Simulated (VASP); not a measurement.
Set up this calculation in VASP 6.6.1, as the native input.

```yaml
Task: single point
Functional: PBE
Potentials_or_basis: VASP PAW PBE potentials, release 64 (W_sv, Mo_sv)
Cutoff: 400 eV
k_mesh: 5 × 5 × 1
Occupations: methfessel-paxton, width 0.1 eV
Spin: no spin polarisation
Dipole_correction: yes
Further_INCAR_settings: ALGO = Normal; EDIFF = 1e-06; NBANDS = 156; NELMDL = -8
```

The structure of MoW19 lies in POSCAR:

```
MoW19
1.0
    5.5143580643      0.0000000117      0.0000000000
   -1.8381193100      5.1989866574      0.0000000000
    0.0000000000      0.0000000000     21.0048630998
W Mo
19 1
Direct
   -0.0001353061     -0.0001353061      0.2897372956
    1.0001247546      0.4998752454      0.2897525197
    0.4998752454      0.0001247546      0.2897525197
    0.5001353061      0.5001353061      0.2897372956
    0.2500000000      0.2500000000      0.3926796841
    0.2500000000      0.7500000000      0.3926379433
    0.7500000000      0.2500000000      0.3926379433
    0.7500000000      0.7500000000      0.3926063707
    0.5000864051      0.5000864051      0.5000813012
    0.5000867197     -0.0000867197      0.5000981027
    0.9999132803      0.5000867197      0.5000981027
   -0.0000864051     -0.0000864051      0.5000813012
    0.7500000000      0.2500000000      0.6075564017
    0.2500000000      0.7500000000      0.6075564017
    0.2500000000      0.2500000000      0.6072271699
   -0.0005309774     -0.0005309774      0.7097482063
    0.0005896469      0.4994103531      0.7103707437
    0.4994103531      0.0005896469      0.7103707437
    0.5005309774      0.5005309774      0.7097482063
    0.7500000000      0.7500000000      0.6075506175
```

One way to write it, as run:

INCAR

```
PREC = Accurate ; ENCUT = 400
EDIFF = 1E-6 ; ISMEAR = 1
SIGMA = 0.1 ; LREAL = F
LASPH = T ; NELM = 120
ALGO = Normal ; ISIF = 2
LWAVE = F ; LCHARG = T
LDIPOL = T ; IDIPOL = 3
DIPOL = 0.5 0.5 0.500 ; GGA = PE
LELF = T ; LVHAR = T
LVACPOTAV = T ; NBANDS = 156
GGA_COMPAT = F ; NELMDL = -8
```

KPOINTS

```
regular mesh
0
Gamma
  5 5 1
```

Potentials or basis: VASP PAW PBE potentials, release 64 (W_sv, Mo_sv).

Command:

```console
$ cat potpaw_PBE.64/W_sv/POTCAR potpaw_PBE.64/Mo_sv/POTCAR > POTCAR
$ mpirun -np 1 vasp_std > vasp.out
```

It gave:

```json
{
  "Largest force": "0.030 eV/Å",
  "Band gap on the k mesh": "zero (bands 140 and 141 overlap by 1.33 eV)"
}
```

Caveat: spin-orbit coupling is left out, which moves the levels of the heavy elements.

Run time: 63 min on 1 thread of Intel Xeon 8259CL, with other jobs on the host, peak memory 0.66 GiB.
